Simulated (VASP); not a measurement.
# YTe (I4mm) in VASP: notebook

Aim: see how the results for YTe move with the level of theory and the settings. Levels: LDA, LDA+U. Tasks: single point.

Program: VASP 6.6.1. These are calculated values, not measurements. Logs are shortened: lines on timing, memory, paths and dates and some standing lists are left out, and cuts for length are marked.

### Step 1. The cell of the first run

The structure is tetragonal, space group I4mm (No. 107). Conventional cell: a = 4.299 Å, b = 4.299 Å, c = 6.080 Å, α = 90.00°, β = 90.00°, γ = 90.00°. Within 3.2 Å of Y (site symmetry 4mm) lie 5 Te at 2.31 to 3.13 Å. Te (site symmetry 4mm) has 5 Y at 2.31 to 3.13 Å within 3.2 Å.

### Step 2. Single point, LDA (shortest bond scaled by 0.76)

Input file INCAR:

```
PREC = Accurate ; ENCUT = 520
EDIFF = 1E-6 ; ISMEAR = -1
SIGMA = 0.05 ; LREAL = False
LASPH = True ; NELM = 60
ALGO = Normal ; ISIF = 2
LWAVE = False ; LCHARG = False
GGA = CA ; NBANDS = 16
```

Input file KPOINTS:

```
Automatic mesh
0
Gamma
  9 9 9
```

Input file POSCAR:

```
YTe
1.0
    0.0000000000      3.0400000000      3.0400000000
    3.0400000000      0.0000000000      3.0400000000
    3.0400000000      3.0400000000      0.0000000000
Y Te
1 1
Direct
    0.4400000000      0.4400000000      0.5600000000
    0.0600000000      0.0600000000     -0.0600000000
```

Potentials or basis: VASP PAW LDA potentials, release 64 (Y_sv, Te).

Run with:

```sh
cat potpaw_LDA.64/Y_sv/POTCAR potpaw_LDA.64/Te/POTCAR > POTCAR
mpirun -np 1 vasp_std > vasp.out
```

OUTCAR:

```text
PREC = Accurate
   ENCUT = 520
   EDIFF = 1E-6
   ISMEAR = -1
   LREAL = False
   LASPH = True
   NELM = 60
   ISIF = 2
   GGA = CA

 ion  position               nearest neighbor table
   1  0.440  0.440  0.560-   2 2.31   2 3.13   2 3.13   2 3.13   2 3.13   2 3.77
   2  0.060  0.060  0.940-   1 2.31   1 3.13   1 3.13   1 3.13   1 3.13   1 3.77

  LATTYP: Found a face centered cubic cell.
 ALAT       =     6.0800000000

  Lattice vectors:

 A1 = (   0.0000000000,   3.0400000000,   3.0400000000)
 A2 = (   3.0400000000,   0.0000000000,   3.0400000000)
 A3 = (   3.0400000000,   3.0400000000,   0.0000000000)

Analysis of symmetry for initial positions (statically):
=====================================================================
 Subroutine PRICEL returns:
 Original cell was already a primitive cell.

 Routine SETGRP: Setting up the symmetry group for a
 face centered cubic supercell.

 Subroutine GETGRP returns: Found  8 space group operations
 (whereof  8 operations were pure point group operations)
 out of a pool of 48 trial point group operations.

The static configuration has the point symmetry C_4v.

Analysis of symmetry for dynamics (positions and initial velocities):
=====================================================================
 Subroutine PRICEL returns:
 Original cell was already a primitive cell.

 Routine SETGRP: Setting up the symmetry group for a
 face centered cubic supercell.

 Subroutine GETGRP returns: Found  8 space group operations
 (whereof  8 operations were pure point group operations)
 out of a pool of 48 trial point group operations.

The dynamic configuration has the point symmetry C_4v.

 Subroutine INISYM returns: Found  8 space group operations
 (whereof  8 operations are pure point group operations),
 and found     1 'primitive' translations

----------------------------------------------------------------------------------------

                                     Primitive cell

  volume of cell :      56.1889

  direct lattice vectors                    reciprocal lattice vectors
     0.000000000  3.040000000  3.040000000    -0.164473684  0.164473684  0.164473684
     3.040000000  0.000000000  3.040000000     0.164473684 -0.164473684  0.164473684
     3.040000000  3.040000000  0.000000000     0.164473684  0.164473684 -0.164473684

  length of vectors
     4.299209230  4.299209230  4.299209230     0.284876778  0.284876778  0.284876778

  position of ions in fractional coordinates (direct lattice)
     0.440000000  0.440000000  0.560000000
     0.060000000  0.060000000  0.940000000

  ion indices of the primitive-cell ions
   primitive index   ion index
                 1           1
                 2           2

----------------------------------------------------------------------------------------

 KPOINTS: Automatic mesh

Automatic generation of k-mesh.
 Grid dimensions read from file:
 generate k-points for:    9    9    9

 Generating k-lattice:

  Cartesian coordinates                     Fractional coordinates (reciprocal lattice)
    -0.018274854  0.018274854  0.018274854     0.111111111  0.000000000  0.000000000
     0.018274854 -0.018274854  0.018274854     0.000000000  0.111111111  0.000000000
     0.018274854  0.018274854 -0.018274854     0.000000000  0.000000000  0.111111111

  Length of vectors
     0.031652975  0.031652975  0.031652975

  Shift w.r.t. Gamma in fractional coordinates (k-lattice)
     0.000000000  0.000000000  0.000000000

 Subroutine IBZKPT returns following result:
 ===========================================

 Found     75 irreducible k-points:

 Following reciprocal coordinates:
            Coordinates               Weight
  0.000000  0.000000  0.000000      1.000000
  0.111111  0.000000  0.000000      8.000000
  0.222222  0.000000  0.000000      8.000000
  0.333333  0.000000  0.000000      8.000000
  0.444444  0.000000  0.000000      8.000000
  0.111111  0.111111  0.000000      2.000000
[... 16 lines left out ...]
  0.000000  0.222222  0.222222      4.000000
  0.333333  0.222222  0.000000      8.000000
 [... further k-points ...]
   k-points           NKPTS =     75   k-points in BZ     NKDIM =     75   number of bands    NBANDS=     16
   number of dos      NEDOS =    301   number of ions     NIONS =      2
   total plane-waves  NPLWV =  32768
   dimension x,y,z NGX =    32 NGY =   32 NGZ =   32
   dimension x,y,z NGXF=    64 NGYF=   64 NGZF=   64
   ions per type =               1   1
   NGX,Y,Z   is equivalent  to a cutoff of  12.37, 12.37, 12.37 a.u.
   NGXF,Y,Z  is equivalent  to a cutoff of  24.75, 24.75, 24.75 a.u.
 SYSTEM =  unknown system
   PREC   = accura    normal or accurate (medium, high low for compatibility)
   ISTART =      0    job   : 0-new  1-cont  2-samecut
   ICHARG =      2    charge: 1-file 2-atom 10-const
   ISPIN  =      1    spin polarized calculation?
   LNONCOLLINEAR =      F non collinear calculations
   LSORBIT =      F    spin-orbit coupling
   LASPH  =      T    aspherical Exc in radial PAW
   ENCUT  =  520.0 eV  38.22 Ry    6.18 a.u.   7.99  7.99  7.99*2*pi/ulx,y,z
   NELM   =     60;   NELMIN=  2; NELMDL= -5     # of ELM steps
   EDIFF  = 0.1E-05   stopping-criterion for ELM
   LREAL  =      F    real-space projection
   EDIFFG = 0.1E-04   stopping-criterion for IOM
   NSW    =      0    number of steps for IOM
   IBRION =     -1    ionic relax: 0-MD 1-quasi-New 2-CG
   NFREE  =      0    steps in history (QN), initial steepest desc. (CG)
   ISIF   =      2    stress and relaxation
   ISYM   =      2    0-nonsym 1-usesym 2-fastsym
   POTIM  = 0.5000    time-step for ionic-motion
   TEBEG  =    0.0;   TEEND  =   0.0 temperature during run
   PSTRESS=    0.0 pullay stress
   NELECT =      17.0000    total number of electrons
   NUPDOWN=      -1.0000    fix difference up-down
   EMIN   =  10.00;   EMAX   =-10.00  energy-range for DOS
   EFERMI =   0.00;   METHOD = LEGACY
   ISMEAR =    -1;   SIGMA  =   0.05  broadening in eV -4-tet -1-fermi 0-gaus
   EFERMI_NEDOS =   21; number of points for ismear=-14 and -15
   IALGO  =     38    algorithm
   IMIX   =      4    mixing-type and parameters
     AMIX     =   0.40;   BMIX     =  1.00
     AMIX_MAG =   1.60;   BMIX_MAG =  1.00
  volume/ion in A,a.u.               =      28.09       189.59
  Fermi-wavevector in a.u.,A,eV,Ry     =   1.099025  2.076856 16.433877  1.207856
  Thomas-Fermi vector in A             =   2.235412
   LORBIT       =      0    0 simple, 1 ext, 2 COOP (PROOUT), +10 PAW based schemes
   GGA     = CA    functional components
   LHFCALC =     F    Hartree Fock is set to
   AEXX    =    0.0000 exact exchange contribution
   IVDW    =     0    specifies the selected vdW correction
   LEPSILON=     F    determine dielectric tensor
   LRPA    =     F    only Hartree local field effects (RPA)
 non-spin polarized calculation
  energy-cutoff  :      520.00
  volume of cell :       56.19
 maximum number of plane-waves:      1528
   NGX = 15   NGY = 15   NGZ = 15

 number of electron      17.0000001 magnetization

 Free energy of the ion-electron system (eV)
  ---------------------------------------------------
  ext. energy  EPLUGINS =         0.00000000
  ---------------------------------------------------
  free energy    TOTEN  =       -10.94764685 eV

  energy without entropy =      -10.93346456  energy(sigma->0) =      -10.94055571

 E-fermi :   6.6669     XC(G=0): -10.0526

 val. band max:        6.6529130451   @ k =   0.3333   0.1111  -0.3333
 cond. band min:       6.6958475893   @ k =  -0.4444   0.2222   0.0000
 fundamental gap:      0.0429345442
 Fermi energy:         6.6669427197

 k-point     1 :       0.0000    0.0000    0.0000
  band No.  band energies     occupation
      1     -36.4239      2.00000
      2     -17.0490      2.00000
      3     -16.5094      2.00000
      4     -16.5094      2.00000
      5      -6.3249      2.00000
      6       3.3410      2.00000
[... 8 lines left out ...]
     15      11.4072      0.00000
     16      16.3283      0.00000

 k-point     2 :       0.1111    0.0000    0.0000
  band No.  band energies     occupation
      1     -36.4228      2.00000
      2     -17.0604      2.00000
      3     -16.5213      2.00000
      4     -16.5116      2.00000
      5      -6.2153      2.00000
      6       2.8781      2.00000
[... 8 lines left out ...]
     15      11.8247      0.00000
     16      15.1161      0.00000

 k-point     3 :       0.2222    0.0000    0.0000
  band No.  band energies     occupation
      1     -36.4199      2.00000
      2     -17.0906      2.00000
      3     -16.5495      2.00000
      4     -16.5171      2.00000
      5      -5.9225      2.00000
      6       2.0220      2.00000
[... 8 lines left out ...]
     15      12.6300      0.00000
     16      14.0854      0.00000

 k-point     4 :       0.3333    0.0000    0.0000
  band No.  band energies     occupation
      1     -36.4165      2.00000
      2     -17.1270      2.00000
      3     -16.5779      2.00000
      4     -16.5234      2.00000
      5      -5.5555      2.00000
      6       1.2007      2.00000
[... 8 lines left out ...]
     15      13.0803      0.00000
     16      13.3273      0.00000
[... 324 lines left out ...]
 k-point    22 :       0.2222    0.2222    0.0000
  band No.  band energies     occupation
      1     -36.4177      2.00000
      2     -17.1318      2.00000
      3     -16.5343      2.00000
      4     -16.5343      2.00000
      5      -5.8064      2.00000
      6       2.1900      2.00000
[... 8 lines left out ...]
     15      13.4095      0.00000
     16      14.0823      0.00000

 k-point    23 :       0.0000    0.2222    0.2222
  band No.  band energies     occupation
      1     -36.4188      2.00000
      2     -17.0838      2.00000
      3     -16.5666      2.00000
      4     -16.5261      2.00000
      5      -5.8734      2.00000
      6       2.0482      2.00000
[... 8 lines left out ...]
     15      13.0131      0.00000
     16      13.0641      0.00000

 k-point    24 :       0.3333    0.2222    0.0000
  band No.  band energies     occupation
      1     -36.4148      2.00000
      2     -17.1639      2.00000
      3     -16.5515      2.00000
      4     -16.5432      2.00000
      5      -5.5825      2.00000
      6       1.8489      2.00000
[... 8 lines left out ...]
     15      13.5565      0.00000
     16      13.8641      0.00000

 [... further k-points ...]

------------------------ aborting loop because EDIFF is reached ----------------------------------------

  FORCE on cell =-STRESS in cart. coord.  units (eV):
  Direction    XX          YY          ZZ          XY          YZ          ZX
  --------------------------------------------------------------------------------------
  -------------------------------------------------------------------------------------
  Total       -1.3764769     -1.3764769     21.7164041      0.0000000      0.0000000      0.0000000
  in kB      -39.2490149    -39.2490149    619.2239583      0.0000000      0.0000000      0.0000000
  external PRESSURE =     180.2419762 kB  Pullay stress =       0.0000000 kB

 VOLUME and BASIS-vectors are now :
 -----------------------------------------------------------------------------
  energy-cutoff  :      520.00
  volume of cell :       56.19
      direct lattice vectors                 reciprocal lattice vectors
     0.000000000  3.040000000  3.040000000    -0.164473684  0.164473684  0.164473684
     3.040000000  0.000000000  3.040000000     0.164473684 -0.164473684  0.164473684
     3.040000000  3.040000000  0.000000000     0.164473684  0.164473684 -0.164473684

 POSITION                                       TOTAL-FORCE (eV/Angst)
 -----------------------------------------------------------------------------------
      3.04000      3.04000      2.67520         0.000000      0.000000     10.568792
      3.04000      3.04000      0.36480         0.000000      0.000000    -10.568792
 -----------------------------------------------------------------------------------
    total drift:                               -0.000001     -0.000001     -0.001021

  FREE ENERGIE OF THE ION-ELECTRON SYSTEM (eV)
  ---------------------------------------------------
  free  energy   TOTEN  =       -10.9476468533 eV

  energy  without entropy=      -10.9334645635  energy(sigma->0) =      -10.94055571
```

It took 43 s on 1 thread of Intel Xeon Platinum 8259CL at 2.50GHz (Skylake/Cascade Lake), shared host; peak memory 0.22 GiB.

Results:

```yaml
Free_energy: -10.9476 eV
Pressure: 18.0 GPa
Largest_force: 10.569 eV/Å
Band_gap_on_the_k_mesh: zero (an odd number of electrons rules out a gap without spin polarisation)
```

Forces in eV/Å, atoms in the order of the input:
```
Y     0.000   0.000  10.569
Te    0.000   0.000 -10.569
```

Levels at points of the mesh, in eV from the Fermi level:
| k point | band 7 | band 8 | band 9 | band 10 | band 11 | band 12 |
| --- | --- | --- | --- | --- | --- | --- |
| (0.00, 0.00, 0.00) | -3.33 | -2.91 | 0.18 | 0.78 | 1.29 | 1.68 |

Caveat: the cell differs from its parent crystal (shortest bond scaled by 0.76); the cell stands under pressure; spin-orbit coupling is left out, which moves the levels of the heavy elements; forces of over 1 eV/Å act on the atoms, so gaps and moduli don't describe the material at rest.

### Step 3. Single point, LDA+U

Input file INCAR:

```
SYSTEM = YTe
  PREC = Accurate
  ENCUT = 520
  EDIFF = 1E-6
  ISMEAR = -1
  SIGMA = 0.05
  LREAL = .False.
  LASPH = .True.
  NELM = 150
  ALGO = Normal
  ISIF = 2
  LWAVE = .False.
  LCHARG = .False.
  LMAXMIX = 4
  LDAU = .True.
  LDAUTYPE = 2
  LDAUL = 2 -1
  LDAUU = 6 0
  LDAUJ = 0 0
  LDAUPRINT = 1
  GGA = CA
  NBANDS = 16
```

Input file KPOINTS:

```
regular mesh
0
Gamma
  9 9 9
  0 0 0
```

POSCAR is that of step 2.

Potentials or basis: VASP PAW LDA potentials, release 64 (Y_sv, Te).

Run with:

```sh
cat potpaw_LDA.64/Y_sv/POTCAR potpaw_LDA.64/Te/POTCAR > POTCAR
mpirun -np 1 vasp_std > vasp.out
```

It took 45 s on 1 thread of Intel Xeon Platinum 8259CL at 2.50GHz (Skylake/Cascade Lake), shared host; peak memory 0.22 GiB.

Results (log left out):

```
Free energy            : -7.7065 eV
Pressure               : 26.8 GPa
Largest force          : 12.338 eV/Å
Band gap on the k mesh : zero (an odd number of electrons rules out a gap without spin polarisation)
```

Forces in eV/Å, atoms in the order of the input:
```
Y     0.000   0.000  12.338
Te    0.000   0.000 -12.338
```

Stress tensor (GPa, compression positive):
```
 1.64  0.00  0.00
 0.00  1.64  0.00
 0.00  0.00 77.27
```

Levels at points of the mesh, in eV from the Fermi level:
| k point | band 7 | band 8 | band 9 | band 10 | band 11 | band 12 |
| --- | --- | --- | --- | --- | --- | --- |
| (0.00, 0.00, 0.00) | -3.54 | -3.21 | 0.57 | 0.63 | 1.38 | 1.67 |

Eigenvalues of the final occupation matrices:
| site | spin | trace | eigenvalues |
| --- | --- | --- | --- |
| site 1 d | 1 | 0.58 | 0.07 0.07 0.09 0.09 0.25 |
| site 1 d | 2 | 0.58 | 0.07 0.07 0.09 0.09 0.25 |

Caveat: the cell stands under pressure; spin-orbit coupling is left out, which moves the levels of the heavy elements; U without spin polarisation on a metal has little footing; the U is typed as a test and isn't derived for this compound; forces of over 1 eV/Å act on the atoms, so gaps and moduli don't describe the material at rest.

### Step 4. Single point, LDA, collinear spin

Input file INCAR:

```
SYSTEM = YTe
ALGO = Normal ; EDIFF = 1E-7
ENCUT = 520 ; GGA = CA
ISIF = 2 ; ISMEAR = -1
ISPIN = 2 ; LASPH = .TRUE.
LCHARG = .FALSE. ; LMAXMIX = 4
LORBIT = 11 ; LREAL = .FALSE.
LWAVE = .FALSE. ; MAGMOM = 0.2 0.2
NBANDS = 20 ; NELM = 150
PREC = Accurate ; SIGMA = 0.05
```

Input file KPOINTS:

```
k-points
0
G
  9 9 9
  0 0 0
```

Input file POSCAR:

```
YTe
1.0
    0.0000000000      3.0400000000      3.0400000000
    3.0400000000      0.0000000000      3.0400000000
    3.0400000000      3.0400000000      0.0000000000
Y Te
1 1
Direct
    0.4850000000      0.4850000000      0.5150000000
    0.0150000000      0.0150000000     -0.0150000000
```

Run with:

```sh
cat potpaw_LDA.64/Y_sv/POTCAR potpaw_LDA.64/Te/POTCAR > POTCAR
mpirun -np 1 vasp_std > vasp.out
```

Run time: 96 s. Hardware: 1 thread of Intel Xeon Platinum 8259CL at 2.50GHz (Skylake/Cascade Lake), shared host; peak memory 0.27 GiB.

The run converged. Its results:

| Item | Value |
| --- | --- |
| Free energy | -13.4868 eV |
| Pressure | -0.7 GPa |
| Largest force | 1.154 eV/Å |
| Net moment | 0.00 μB per cell |
| Valence electrons inside the program's atomic spheres | Y 9.58; Te 3.55 |

Forces on the atoms (eV/Å):
```
Y    0.000  0.000  1.154
Te   0.000  0.000 -1.154
```

Stress tensor (GPa, compression positive):
```
-1.89  0.00  0.00
 0.00 -1.89  0.00
 0.00  0.00  1.63
```

Levels at points of the mesh, in eV from the Fermi level:
Spin up:
```csv
k point,band 6,band 7,band 8,band 9,band 10,band 11,band 12,band 13
"(0.00, 0.00, 0.00)",-2.29,-2.27,-2.27,-0.23,-0.07,-0.07,0.39,0.64
```
Spin down:
| k point | band 7 | band 8 | band 9 | band 10 | band 11 | band 12 |
| --- | --- | --- | --- | --- | --- | --- |
| (0.00, 0.00, 0.00) | -2.27 | -2.27 | -0.23 | -0.07 | -0.07 | 0.39 |

Caveat: spin-orbit coupling is left out, which moves the levels of the heavy elements; forces of over 1 eV/Å act on the atoms, so gaps and moduli don't describe the material at rest.

### Step 5. The runs side by side

```csv
level,spin,U,cell,gap on the mesh (eV),pressure (GPa),largest force (eV/Å)
LDA,off,-,"as given, atomic positions A",none,18.0,10.57
LDA+U,off,Y d U = 6.0 eV,"as given, atomic positions A",none,26.8,12.34
LDA,collinear,-,"as given, atomic positions B",none,-0.7,1.15
```

Alike in all rows: task single point; potentials or basis VASP PAW LDA potentials, release 64 (Y_sv, Te); k mesh 9 × 9 × 9; cutoff (eV) 520; smearing fermi-dirac 0.05 eV.

Caveats: spin-orbit coupling is left out, which moves the levels of the heavy elements; forces of over 1 eV/Å act on the atoms, so gaps and moduli don't describe the material at rest; the cell stands under pressure (at least some runs); U without spin polarisation on a metal has little footing (at least some runs); the U is typed as a test and isn't derived for this compound (at least some runs).

Total energies depend on the potentials used, so only differences within one code and one set of settings carry meaning.
